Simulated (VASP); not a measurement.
# Ti6Ge (P-62m) in VASP: single point with PBE

Aim: the single point of Ti6Ge with PBE.

All numbers are computed with VASP 6.6.1; they aren't measurements. Logs are shortened: lines on timing, memory, paths and dates and some standing lists are left out, and cuts for length are marked.

## (1) The cell of the first run

It takes space group P-62m (No. 189, hexagonal). Conventional cell: a = 5.394 Å, b = 5.394 Å, c = 4.724 Å, α = 90.00°, β = 90.00°, γ = 120.00°. Ti (site symmetry m2m) has 10 Ti at 2.58 to 3.30 Å and 2 Ge at 2.61 to 2.78 Å within 3.4 Å. Within 3.4 Å of Ti (site symmetry m2m) lie 12 Ti at 2.58 to 3.30 Å and 2 Ge at 2.94 Å. Within 3.4 Å of Ge (site symmetry -62m) lie 12 Ti at 2.61 to 2.94 Å.

The cell was generated, and may not be a known phase.

## (2) Single point, PBE

The input, INCAR:

```
ALGO = Normal
EDIFF = 1E-7
ENCUT = 520
GGA = PE
ISIF = 2
ISMEAR = 0
LASPH = T
LCHARG = F
LREAL = F
LWAVE = F
NBANDS = 52
NELM = 100
PREC = Accurate
SIGMA = 0.2
```

The input, KPOINTS:

```
k-points
0
Gamma
  5 5 3
```

The input, POSCAR:

```
Ti6Ge
1.0
    5.3938837343      0.0000000000      0.0000000000
   -2.6969418672      4.6712403390      0.0000000000
    0.0000000000      0.0000000000      4.7237962850
Ti Ge
6 1
Direct
    0.5162374628      0.0000000000      0.5000000000
    0.0000000000      0.5162374628      0.5000000000
    0.4837625372      0.4837625372      0.5000000000
    0.3244343749      0.0000000000      0.0000000000
    0.0000000000      0.3244343749      0.0000000000
    0.6755656251      0.6755656251      0.0000000000
    0.0000000000      0.0000000000      0.5000000000
```

Potentials or basis: VASP PAW PBE potentials, release 64 (Ti_sv, Ge_d).

Started as:

```sh
> cat potpaw_PBE.64/Ti_sv/POTCAR potpaw_PBE.64/Ge_d/POTCAR > POTCAR
> mpirun -np 1 vasp_std > vasp.out
```

OUTCAR:

```text
EDIFF = 1E-7
   ENCUT = 520
   GGA = PE
   ISIF = 2
   ISMEAR = 0
   LASPH = T
   LREAL = F
   NELM = 100
   PREC = Accurate

 ion  position               nearest neighbor table
   1  0.516  0.000  0.500-   4 2.58   4 2.58   7 2.61   2 2.70   2 2.70   3 2.70   3 2.70   7 2.78

   2  0.000  0.516  0.500-   5 2.58   5 2.58   7 2.61   3 2.70   1 2.70   3 2.70   1 2.70   7 2.78

   3  0.484  0.484  0.500-   6 2.58   6 2.58   7 2.61   2 2.70   2 2.70   1 2.70   1 2.70   7 2.78

   4  0.324  0.000  0.000-   1 2.58   1 2.58
   5  0.000  0.324  0.000-   2 2.58   2 2.58
   6  0.676  0.676  0.000-   3 2.58   3 2.58
   7  0.000  0.000  0.500-   1 2.61   3 2.61   2 2.61   1 2.78   3 2.78   2 2.78

  LATTYP: Found a hexagonal cell.
 ALAT       =     5.3938837343
 C/A-ratio  =     0.8757690224

  Lattice vectors:

 A1 = (   5.3938837343,   0.0000000000,   0.0000000000)
 A2 = (  -2.6969418672,   4.6712403390,   0.0000000000)
 A3 = (   0.0000000000,   0.0000000000,   4.7237962850)

Analysis of symmetry for initial positions (statically):
=====================================================================
 Subroutine PRICEL returns:
 Original cell was already a primitive cell.

 Routine SETGRP: Setting up the symmetry group for a
 hexagonal supercell.

 Subroutine GETGRP returns: Found 12 space group operations
 (whereof 12 operations were pure point group operations)
 out of a pool of 24 trial point group operations.

The static configuration has the point symmetry D_3h.

Analysis of symmetry for dynamics (positions and initial velocities):
=====================================================================
 Subroutine PRICEL returns:
 Original cell was already a primitive cell.

 Routine SETGRP: Setting up the symmetry group for a
 hexagonal supercell.

 Subroutine GETGRP returns: Found 12 space group operations
 (whereof 12 operations were pure point group operations)
 out of a pool of 24 trial point group operations.

The dynamic configuration has the point symmetry D_3h.

 Subroutine INISYM returns: Found 12 space group operations
 (whereof 12 operations are pure point group operations),
 and found     1 'primitive' translations

----------------------------------------------------------------------------------------

                                     Primitive cell

  volume of cell :     119.0214

  direct lattice vectors                    reciprocal lattice vectors
     5.393883734  0.000000000  0.000000000     0.185395172  0.107037952  0.000000000
    -2.696941867  4.671240339  0.000000000     0.000000000  0.214075904  0.000000000
     0.000000000  0.000000000  4.723796285     0.000000000  0.000000000  0.211694142

  length of vectors
     5.393883734  5.393883734  4.723796285     0.214075904  0.214075904  0.211694142

  position of ions in fractional coordinates (direct lattice)
     0.516237463  0.000000000  0.500000000
     0.000000000  0.516237463  0.500000000
     0.483762537  0.483762537  0.500000000
     0.324434375  0.000000000  0.000000000
     0.000000000  0.324434375  0.000000000
     0.675565625  0.675565625  0.000000000
     0.000000000  0.000000000  0.500000000

  ion indices of the primitive-cell ions
   primitive index   ion index
                 1           1
                 2           2
                 3           3
                 4           4
                 5           5
                 6           6
                 7           7

----------------------------------------------------------------------------------------

 KPOINTS: k-points

Automatic generation of k-mesh.
 Grid dimensions read from file:
 generate k-points for:    5    5    3

 Generating k-lattice:

  Cartesian coordinates                     Fractional coordinates (reciprocal lattice)
     0.037079034  0.021407590  0.000000000     0.200000000 -0.000000000  0.000000000
     0.000000000  0.042815181  0.000000000     0.000000000  0.200000000  0.000000000
     0.000000000  0.000000000  0.070564714     0.000000000  0.000000000  0.333333333

  Length of vectors
     0.042815181  0.042815181  0.070564714

  Shift w.r.t. Gamma in fractional coordinates (k-lattice)
     0.000000000  0.000000000  0.000000000

 Subroutine IBZKPT returns following result:
 ===========================================

 Found     10 irreducible k-points:

 Following reciprocal coordinates:
            Coordinates               Weight
  0.000000  0.000000  0.000000      1.000000
  0.200000  0.000000  0.000000      6.000000
  0.400000  0.000000  0.000000      6.000000
  0.200000  0.200000  0.000000      6.000000
  0.400000  0.200000  0.000000      6.000000
  0.000000  0.000000  0.333333      2.000000
  0.200000  0.000000  0.333333     12.000000
  0.400000  0.000000  0.333333     12.000000
  0.200000  0.200000  0.333333     12.000000
  0.400000  0.200000  0.333333     12.000000
   k-points           NKPTS =     10   k-points in BZ     NKDIM =     10   number of bands    NBANDS=     52
   number of dos      NEDOS =    301   number of ions     NIONS =      7
   total plane-waves  NPLWV =  57600
   dimension x,y,z NGX =    40 NGY =   40 NGZ =   36
   dimension x,y,z NGXF=    80 NGYF=   80 NGZF=   72
   ions per type =               6   1
   NGX,Y,Z   is equivalent  to a cutoff of  12.33, 12.33, 12.67 a.u.
   NGXF,Y,Z  is equivalent  to a cutoff of  24.66, 24.66, 25.34 a.u.
 SYSTEM =  unknown system
   PREC   = accura    normal or accurate (medium, high low for compatibility)
   ISTART =      0    job   : 0-new  1-cont  2-samecut
   ICHARG =      2    charge: 1-file 2-atom 10-const
   ISPIN  =      1    spin polarized calculation?
   LNONCOLLINEAR =      F non collinear calculations
   LSORBIT =      F    spin-orbit coupling
   LASPH  =      T    aspherical Exc in radial PAW
   ENCUT  =  520.0 eV  38.22 Ry    6.18 a.u.  10.03 10.03  8.78*2*pi/ulx,y,z
   NELM   =    100;   NELMIN=  2; NELMDL= -5     # of ELM steps
   EDIFF  = 0.1E-06   stopping-criterion for ELM
   LREAL  =      F    real-space projection
   EDIFFG = 0.1E-05   stopping-criterion for IOM
   NSW    =      0    number of steps for IOM
   IBRION =     -1    ionic relax: 0-MD 1-quasi-New 2-CG
   NFREE  =      0    steps in history (QN), initial steepest desc. (CG)
   ISIF   =      2    stress and relaxation
   ISYM   =      2    0-nonsym 1-usesym 2-fastsym
   POTIM  = 0.5000    time-step for ionic-motion
   TEBEG  =    0.0;   TEEND  =   0.0 temperature during run
   PSTRESS=    0.0 pullay stress
   NELECT =      86.0000    total number of electrons
   NUPDOWN=      -1.0000    fix difference up-down
   EMIN   =  10.00;   EMAX   =-10.00  energy-range for DOS
   EFERMI =   0.00;   METHOD = LEGACY
   ISMEAR =     0;   SIGMA  =   0.20  broadening in eV -4-tet -1-fermi 0-gaus
   EFERMI_NEDOS =   21; number of points for ismear=-14 and -15
   IALGO  =     38    algorithm
   IMIX   =      4    mixing-type and parameters
     AMIX     =   0.40;   BMIX     =  1.00
     AMIX_MAG =   1.60;   BMIX_MAG =  1.00
  volume/ion in A,a.u.               =      17.00       114.74
  Fermi-wavevector in a.u.,A,eV,Ry     =   1.469037  2.776077 29.362311  2.158069
  Thomas-Fermi vector in A             =   2.584462
   LORBIT       =      0    0 simple, 1 ext, 2 COOP (PROOUT), +10 PAW based schemes
   GGA     = PE    functional components
   LHFCALC =     F    Hartree Fock is set to
   AEXX    =    0.0000 exact exchange contribution
   IVDW    =     0    specifies the selected vdW correction
   LEPSILON=     F    determine dielectric tensor
   LRPA    =     F    only Hartree local field effects (RPA)
 non-spin polarized calculation
 Gauss-broadening in eV      SIGMA  =   0.20
  energy-cutoff  :      520.00
  volume of cell :      119.02
 maximum number of plane-waves:      3224
   NGX = 21   NGY = 21   NGZ = 17

 number of electron      85.9999960 magnetization

 Free energy of the ion-electron system (eV)
  ---------------------------------------------------
  ext. energy  EPLUGINS =         0.00000000
  ---------------------------------------------------
  free energy    TOTEN  =       -51.51229137 eV

  energy without entropy =      -51.27142088  energy(sigma->0) =      -51.39185613

 E-fermi :   8.1880     XC(G=0): -11.5875

 val. band max:        8.1661766657   @ k =   0.2000   0.0000   0.3333
 cond. band min:       8.2018844991   @ k =   0.4000   0.2000   0.0000
 fundamental gap:      0.0357078334
 Fermi energy:         8.1880258201

 k-point     1 :       0.0000    0.0000    0.0000
  band No.  band energies     occupation
      1     -48.5387      2.00000
      2     -48.4925      2.00000
      3     -48.4925      2.00000
      4     -48.0509      2.00000
      5     -47.9153      2.00000
      6     -47.9153      2.00000
[... 44 lines left out ...]
     51      10.3676      0.00000
     52      10.3793      0.00000

 k-point     2 :       0.2000    0.0000    0.0000
  band No.  band energies     occupation
      1     -48.5336      2.00000
      2     -48.4958      2.00000
      3     -48.4944      2.00000
      4     -48.0397      2.00000
      5     -47.9269      2.00000
      6     -47.9154      2.00000
[... 44 lines left out ...]
     51      10.0079      0.00000
     52      10.1699      0.00000

 k-point     3 :       0.4000    0.0000    0.0000
  band No.  band energies     occupation
      1     -48.5208      2.00000
      2     -48.5058      2.00000
      3     -48.4970      2.00000
      4     -48.0135      2.00000
      5     -47.9538      2.00000
      6     -47.9155      2.00000
[... 44 lines left out ...]
     51       9.6772      0.00000
     52       9.7577      0.00000
[... 276 lines left out ...]
 k-point     9 :       0.2000    0.2000    0.3333
  band No.  band energies     occupation
      1     -48.5155      2.00000
      2     -48.4931      2.00000
      3     -48.4915      2.00000
      4     -48.0309      2.00000
      5     -47.9552      2.00000
      6     -47.9226      2.00000
[... 44 lines left out ...]
     51       9.8496      0.00000
     52      10.2623      0.00000

 k-point    10 :       0.4000    0.2000    0.3333
  band No.  band energies     occupation
      1     -48.5061      2.00000
      2     -48.5003      2.00000
      3     -48.4937      2.00000
      4     -48.0076      2.00000
      5     -47.9788      2.00000
      6     -47.9227      2.00000
[... 44 lines left out ...]
     51      10.1456      0.00000
     52      10.3212      0.00000

------------------------ aborting loop because EDIFF is reached ----------------------------------------

  FORCE on cell =-STRESS in cart. coord.  units (eV):
  Direction    XX          YY          ZZ          XY          YZ          ZX
  --------------------------------------------------------------------------------------
  -------------------------------------------------------------------------------------
  Total        0.0068100      0.0068100     -0.0463759     -0.0000000     -0.0000000      0.0000000
  in kB        0.0916714      0.0916714     -0.6242778     -0.0000000     -0.0000000      0.0000000
  external PRESSURE =      -0.1469783 kB  Pullay stress =       0.0000000 kB

 VOLUME and BASIS-vectors are now :
 -----------------------------------------------------------------------------
  energy-cutoff  :      520.00
  volume of cell :      119.02
      direct lattice vectors                 reciprocal lattice vectors
     5.393883734  0.000000000  0.000000000     0.185395172  0.107037952  0.000000000
    -2.696941867  4.671240339  0.000000000     0.000000000  0.214075904  0.000000000
     0.000000000  0.000000000  4.723796285     0.000000000  0.000000000  0.211694142

 POSITION                                       TOTAL-FORCE (eV/Angst)
 -----------------------------------------------------------------------------------
      2.78452      0.00000      2.36190        -0.012256      0.000000     -0.000000
     -1.39226      2.41147      2.36190         0.006128     -0.010614      0.000000
      1.30468      2.25977      2.36190         0.006128      0.010614      0.000000
      1.74996      0.00000      0.00000        -0.000793      0.000000      0.000000
     -0.87498      1.51551      0.00000         0.000396     -0.000687      0.000000
      1.82196      3.15573      0.00000         0.000396      0.000687      0.000000
      0.00000      0.00000      2.36190         0.000000      0.000000      0.000000
 -----------------------------------------------------------------------------------
    total drift:                               -0.000010     -0.000017      0.000004

  FREE ENERGIE OF THE ION-ELECTRON SYSTEM (eV)
  ---------------------------------------------------
  free  energy   TOTEN  =       -51.5122913670 eV

  energy  without entropy=      -51.2714208846  energy(sigma->0) =      -51.39185613
```

Run time: 61 s. Hardware: 1 thread of AMD EPYC 9R45 (Zen 5), shared host; peak memory 0.21 GiB.

Results:

| Item | Value |
| --- | --- |
| Free energy | -51.5123 eV |
| Pressure | 0.0 GPa |
| Largest force | 0.012 eV/Å |
| Band gap on the k mesh | zero (bands 43 and 44 overlap by 0.65 eV) |

Forces in eV/Å, atoms in the order of the input:
```
Ti  -0.012  0.000  0.000
Ti   0.006 -0.011  0.000
Ti   0.006  0.011  0.000
Ti  -0.001  0.000  0.000
Ti   0.000 -0.001  0.000
Ti   0.000  0.001  0.000
Ge   0.000  0.000  0.000
```

Caveat: the k points lie up to 0.44 Å⁻¹ apart, too coarse for converged energies and pressures of a metal.

The gap in the log of VASP goes by the Fermi energy; the results here count the filled bands.